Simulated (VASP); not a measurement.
# Bi (P6/mmm) in VASP: a series of runs

Runs on Bi. Level: PBE. Tasks: single point.

All numbers are computed with VASP 6.6.1; they aren't measurements. Logs are shortened: lines on timing, memory, paths and dates and some standing lists are left out, and cuts for length are marked.

## (1) The cell of the first run

It takes space group P6/mmm (No. 191, hexagonal). Conventional cell: a = 5.732 Å, b = 5.732 Å, c = 3.375 Å, α = 90.00°, β = 90.00°, γ = 120.00°. Bi (site symmetry 6/mmm) has 14 Bi at 3.37 to 3.71 Å within 4.4 Å. Within 4.4 Å of Bi (site symmetry -6m2) lie 11 Bi at 3.31 to 3.71 Å.

## (2) Single point, PBE

INCAR

```
SYSTEM = Bi
PREC = Accurate
ENCUT = 520
EDIFF = 1E-6
ISMEAR = -1
SIGMA = 0.1
LREAL = .FALSE.
LASPH = .TRUE.
NELM = 100
ALGO = Normal
ISIF = 2
LWAVE = .FALSE.
LCHARG = .TRUE.
GGA = PE
LELF = .TRUE.
LVHAR = .TRUE.
NBANDS = 30
```

KPOINTS

```
Automatic mesh
0
G
  7 7 9
  0 0 0
```

POSCAR

```
Bi
1.0
    5.7322969703      0.0000000000      0.0000000000
   -2.8661484852      4.9643147983      0.0000000000
    0.0000000000      0.0000000000      3.3745045518
Bi
3
Direct
    1.0000000000      1.0000000000      0.0000000000
    0.3333333333      0.6666666667      0.5000000000
    0.6666666667      0.3333333333      0.5000000000
```

Potentials or basis: VASP PAW PBE potentials, release 64 (Bi_d).

Command:

```sh
$ cat potpaw_PBE.64/Bi_d/POTCAR > POTCAR
$ mpirun -np 1 vasp_std > vasp.out
```

OUTCAR:

```text
SYSTEM = Bi
   PREC = Accurate
   ENCUT = 520
   EDIFF = 1E-6
   ISMEAR = -1
   LREAL = .FALSE.
   LASPH = .TRUE.
   NELM = 100
   ISIF = 2
   GGA = PE

 ion  position               nearest neighbor table
   1  0.000  0.000  0.000-   2 3.71   3 3.71   2 3.71   3 3.71   3 3.71   3 3.71   2 3.71   2 3.71
                             3 3.71   3 3.71   2 3.71   2 3.71
   2  0.333  0.667  0.500-   3 3.31   3 3.31   3 3.31   1 3.71   1 3.71   1 3.71   1 3.71   1 3.71
                             1 3.71
   3  0.667  0.333  0.500-   2 3.31   2 3.31   2 3.31   1 3.71   1 3.71   1 3.71   1 3.71   1 3.71
                             1 3.71

  LATTYP: Found a hexagonal cell.
 ALAT       =     5.7322969703
 C/A-ratio  =     0.5886827862

  Lattice vectors:

 A1 = (   5.7322969703,   0.0000000000,   0.0000000000)
 A2 = (  -2.8661484852,   4.9643147983,   0.0000000000)
 A3 = (   0.0000000000,   0.0000000000,   3.3745045518)

Analysis of symmetry for initial positions (statically):
=====================================================================
 Subroutine PRICEL returns:
 Original cell was already a primitive cell.

 Routine SETGRP: Setting up the symmetry group for a
 hexagonal supercell.

 Subroutine GETGRP returns: Found 24 space group operations
 (whereof 24 operations were pure point group operations)
 out of a pool of 24 trial point group operations.

The static configuration has the point symmetry D_6h.

Analysis of symmetry for dynamics (positions and initial velocities):
=====================================================================
 Subroutine PRICEL returns:
 Original cell was already a primitive cell.

 Routine SETGRP: Setting up the symmetry group for a
 hexagonal supercell.

 Subroutine GETGRP returns: Found 24 space group operations
 (whereof 24 operations were pure point group operations)
 out of a pool of 24 trial point group operations.

The dynamic configuration has the point symmetry D_6h.

 Subroutine INISYM returns: Found 24 space group operations
 (whereof 24 operations are pure point group operations),
 and found     1 'primitive' translations

----------------------------------------------------------------------------------------

                                     Primitive cell

  volume of cell :      96.0280

  direct lattice vectors                    reciprocal lattice vectors
     5.732296970  0.000000000  0.000000000     0.174450138  0.100718834  0.000000000
    -2.866148485  4.964314798  0.000000000     0.000000000  0.201437669  0.000000000
     0.000000000  0.000000000  3.374504552     0.000000000  0.000000000  0.296339799

  length of vectors
     5.732296970  5.732296970  3.374504552     0.201437669  0.201437669  0.296339799

  position of ions in fractional coordinates (direct lattice)
     0.000000000  0.000000000  0.000000000
     0.333333333  0.666666667  0.500000000
     0.666666667  0.333333333  0.500000000

  ion indices of the primitive-cell ions
   primitive index   ion index
                 1           1
                 2           2
                 3           3

----------------------------------------------------------------------------------------

 KPOINTS: Automatic mesh

Automatic generation of k-mesh.
 Grid dimensions read from file:
 generate k-points for:    7    7    9

 Generating k-lattice:

  Cartesian coordinates                     Fractional coordinates (reciprocal lattice)
     0.024921448  0.014388405  0.000000000     0.142857143  0.000000000  0.000000000
     0.000000000  0.028776810  0.000000000     0.000000000  0.142857143  0.000000000
     0.000000000  0.000000000  0.032926644     0.000000000  0.000000000  0.111111111

  Length of vectors
     0.028776810  0.028776810  0.032926644

  Shift w.r.t. Gamma in fractional coordinates (k-lattice)
     0.000000000  0.000000000  0.000000000

 Subroutine IBZKPT returns following result:
 ===========================================

 Found     40 irreducible k-points:

 Following reciprocal coordinates:
            Coordinates               Weight
  0.000000  0.000000  0.000000      1.000000
  0.142857  0.000000  0.000000      6.000000
  0.285714  0.000000  0.000000      6.000000
  0.428571  0.000000  0.000000      6.000000
  0.142857  0.142857  0.000000      6.000000
  0.285714  0.142857  0.000000     12.000000
[... 16 lines left out ...]
  0.428571  0.142857  0.222222     12.000000
  0.285714  0.285714  0.222222     12.000000
 [... further k-points ...]
   k-points           NKPTS =     40   k-points in BZ     NKDIM =     40   number of bands    NBANDS=     30
   number of dos      NEDOS =    301   number of ions     NIONS =      3
   total plane-waves  NPLWV =  64512
   dimension x,y,z NGX =    48 NGY =   48 NGZ =   28
   dimension x,y,z NGXF=    96 NGYF=   96 NGZF=   56
   ions per type =               3
   NGX,Y,Z   is equivalent  to a cutoff of  13.92, 13.92, 13.79 a.u.
   NGXF,Y,Z  is equivalent  to a cutoff of  27.84, 27.84, 27.59 a.u.
 SYSTEM =  Bi
   PREC   = accura    normal or accurate (medium, high low for compatibility)
   ISTART =      0    job   : 0-new  1-cont  2-samecut
   ICHARG =      2    charge: 1-file 2-atom 10-const
   ISPIN  =      1    spin polarized calculation?
   LNONCOLLINEAR =      F non collinear calculations
   LSORBIT =      F    spin-orbit coupling
   LASPH  =      T    aspherical Exc in radial PAW
   ENCUT  =  520.0 eV  38.22 Ry    6.18 a.u.  10.66 10.66  6.27*2*pi/ulx,y,z
   NELM   =    100;   NELMIN=  2; NELMDL= -5     # of ELM steps
   EDIFF  = 0.1E-05   stopping-criterion for ELM
   LREAL  =      F    real-space projection
   EDIFFG = 0.1E-04   stopping-criterion for IOM
   NSW    =      0    number of steps for IOM
   IBRION =     -1    ionic relax: 0-MD 1-quasi-New 2-CG
   NFREE  =      0    steps in history (QN), initial steepest desc. (CG)
   ISIF   =      2    stress and relaxation
   ISYM   =      2    0-nonsym 1-usesym 2-fastsym
   POTIM  = 0.5000    time-step for ionic-motion
   TEBEG  =    0.0;   TEEND  =   0.0 temperature during run
   PSTRESS=    0.0 pullay stress
   NELECT =      45.0000    total number of electrons
   NUPDOWN=      -1.0000    fix difference up-down
   EMIN   =  10.00;   EMAX   =-10.00  energy-range for DOS
   EFERMI =   0.00;   METHOD = LEGACY
   ISMEAR =    -1;   SIGMA  =   0.10  broadening in eV -4-tet -1-fermi 0-gaus
   EFERMI_NEDOS =   21; number of points for ismear=-14 and -15
   IALGO  =     38    algorithm
   IMIX   =      4    mixing-type and parameters
     AMIX     =   0.40;   BMIX     =  1.00
     AMIX_MAG =   1.60;   BMIX_MAG =  1.00
  volume/ion in A,a.u.               =      32.01       216.01
  Fermi-wavevector in a.u.,A,eV,Ry     =   1.271588  2.402952 21.999741  1.616935
  Thomas-Fermi vector in A             =   2.404513
   LORBIT       =      0    0 simple, 1 ext, 2 COOP (PROOUT), +10 PAW based schemes
   GGA     = PE    functional components
   LHFCALC =     F    Hartree Fock is set to
   AEXX    =    0.0000 exact exchange contribution
   IVDW    =     0    specifies the selected vdW correction
   LEPSILON=     F    determine dielectric tensor
   LRPA    =     F    only Hartree local field effects (RPA)
 non-spin polarized calculation
  energy-cutoff  :      520.00
  volume of cell :       96.03
 maximum number of plane-waves:      2641
 NGX is ok and might be reduce to    48
   NGX = 21   NGY = 21   NGZ = 13

 number of electron      44.9999996 magnetization

 Free energy of the ion-electron system (eV)
  ---------------------------------------------------
  ext. energy  EPLUGINS =         0.00000000
  ---------------------------------------------------
  free energy    TOTEN  =       -11.27115432 eV

  energy without entropy =      -11.20177395  energy(sigma->0) =      -11.23646413

 E-fermi :   7.5710     XC(G=0): -10.1494

 val. band max:        7.5151014401   @ k =   0.4286   0.0000   0.3333
 cond. band min:       7.5949567305   @ k =   0.4286   0.1429   0.4444
 fundamental gap:      0.0798552903
 Fermi energy:         7.5709605042

 k-point     1 :       0.0000    0.0000    0.0000
  band No.  band energies     occupation
      1     -15.5351      2.00000
      2     -15.4667      2.00000
      3     -15.4367      2.00000
      4     -15.4281      2.00000
      5     -15.4281      2.00000
      6     -15.3625      2.00000
[... 22 lines left out ...]
     29      16.2900      0.00000
     30      17.7188      0.00000

 k-point     2 :       0.1429    0.0000    0.0000
  band No.  band energies     occupation
      1     -15.5327      2.00000
      2     -15.4673      2.00000
      3     -15.4556      2.00000
      4     -15.4363      2.00000
      5     -15.4134      2.00000
      6     -15.3708      2.00000
[... 22 lines left out ...]
     29      16.8236      0.00000
     30      16.8627      0.00000

 k-point     3 :       0.2857    0.0000    0.0000
  band No.  band energies     occupation
      1     -15.5261      2.00000
      2     -15.4799      2.00000
      3     -15.4688      2.00000
      4     -15.4521      2.00000
      5     -15.4096      2.00000
      6     -15.3799      2.00000
[... 22 lines left out ...]
     29      15.4641      0.00000
     30      16.1786      0.00000

 k-point     4 :       0.4286    0.0000    0.0000
  band No.  band energies     occupation
      1     -15.5162      2.00000
      2     -15.5008      2.00000
      3     -15.4702      2.00000
      4     -15.4627      2.00000
      5     -15.4136      2.00000
      6     -15.3850      2.00000
[... 616 lines left out ...]
     29      14.7556      0.00000
     30      15.9338      0.00000

 k-point    23 :       0.4286    0.1429    0.2222
  band No.  band energies     occupation
      1     -15.4772      2.00000
      2     -15.4595      2.00000
      3     -15.4453      2.00000
      4     -15.4105      2.00000
      5     -15.3962      2.00000
      6     -15.3815      2.00000
[... 22 lines left out ...]
     29      14.4282      0.00000
     30      15.7973      0.00000

 k-point    24 :       0.2857    0.2857    0.2222
  band No.  band energies     occupation
      1     -15.4801      2.00000
      2     -15.4524      2.00000
      3     -15.4489      2.00000
      4     -15.4127      2.00000
      5     -15.3906      2.00000
      6     -15.3829      2.00000
[... 22 lines left out ...]
     29      14.8382      0.00000
     30      15.0622      0.00000

 [... further k-points ...]

------------------------ aborting loop because EDIFF is reached ----------------------------------------

  FORCE on cell =-STRESS in cart. coord.  units (eV):
  Direction    XX          YY          ZZ          XY          YZ          ZX
  --------------------------------------------------------------------------------------
  -------------------------------------------------------------------------------------
  Total       -0.0215948     -0.0215948     -0.0331381      0.0000000      0.0000000     -0.0000000
  in kB       -0.3602983     -0.3602983     -0.5528914      0.0000000      0.0000000     -0.0000000
  external PRESSURE =      -0.4244960 kB  Pullay stress =       0.0000000 kB

 VOLUME and BASIS-vectors are now :
 -----------------------------------------------------------------------------
  energy-cutoff  :      520.00
  volume of cell :       96.03
      direct lattice vectors                 reciprocal lattice vectors
     5.732296970  0.000000000  0.000000000     0.174450138  0.100718834  0.000000000
    -2.866148485  4.964314798  0.000000000     0.000000000  0.201437669  0.000000000
     0.000000000  0.000000000  3.374504552     0.000000000  0.000000000  0.296339799

 POSITION                                       TOTAL-FORCE (eV/Angst)
 -----------------------------------------------------------------------------------
      0.00000      0.00000      0.00000         0.000000      0.000000      0.000000
     -0.00000      3.30954      1.68725         0.000000      0.000000      0.000000
      2.86615      1.65477      1.68725        -0.000000      0.000000     -0.000000
 -----------------------------------------------------------------------------------
    total drift:                               -0.000000      0.000000     -0.000000

  FREE ENERGIE OF THE ION-ELECTRON SYSTEM (eV)
  ---------------------------------------------------
  free  energy   TOTEN  =       -11.2711543175 eV

  energy  without entropy=      -11.2017739505  energy(sigma->0) =      -11.23646413
```

Run time: 71 s. Hardware: 1 thread of AMD EPYC 9R14 (Zen 4), shared host; peak memory 0.25 GiB.

Results:

```yaml
Free_energy: -11.2712 eV
Pressure: 0.0 GPa
```

Caveat: spin-orbit coupling is left out, which moves the levels of the heavy elements.

## (3) Single point, PBE (volume scaled by 0.88)

INCAR

```
SYSTEM = Bi
ALGO = Normal ; EDIFF = 1E-6
ENCUT = 520 ; GGA = PE
ISIF = 2 ; ISMEAR = -1
LASPH = .True. ; LCHARG = .False.
LREAL = .False. ; LWAVE = .False.
NBANDS = 30 ; NELM = 60
PREC = Accurate ; SIGMA = 0.1
```

KPOINTS

```
k-points
0
Gamma
  7 7 11
  0 0 0
```

POSCAR

```
Bi
1.0
    5.4931683060      0.0000000000      0.0000000000
   -2.7465841530      4.7572233002      0.0000000000
    0.0000000000      0.0000000000      3.2337336234
Bi
3
Direct
    1.0000000000      1.0000000000      0.0000000000
    0.3333333333      0.6666666667      0.5000000000
    0.6666666667      0.3333333333      0.5000000000
```

Potentials or basis: VASP PAW PBE potentials, release 64 (Bi_d).

Command:

```sh
$ cat potpaw_PBE.64/Bi_d/POTCAR > POTCAR
$ mpirun -np 1 vasp_std > vasp.out
```

It took 50 s on 1 thread of AMD EPYC 9R14 (Zen 4), shared host; peak memory 0.21 GiB.

Results (log left out):

- Free energy: -10.9654 eV
- Pressure: 8.7 GPa

Stress tensor (GPa, compression positive):
```
 7.96  0.00  0.00
 0.00  7.96  0.00
 0.00  0.00 10.24
```

Levels at points of the mesh, in eV from the Fermi level:
| k point | band 18 | band 19 | band 20 | band 21 | band 22 | band 23 | band 24 | band 25 | band 26 | band 27 |
| --- | --- | --- | --- | --- | --- | --- | --- | --- | --- | --- |
| (0.00, 0.00, 0.00) | -10.11 | -3.98 | -3.98 | -3.75 | -3.75 | 1.86 | 5.64 | 5.64 | 6.21 | 6.35 |

Caveat: spin-orbit coupling is left out, which moves the levels of the heavy elements.
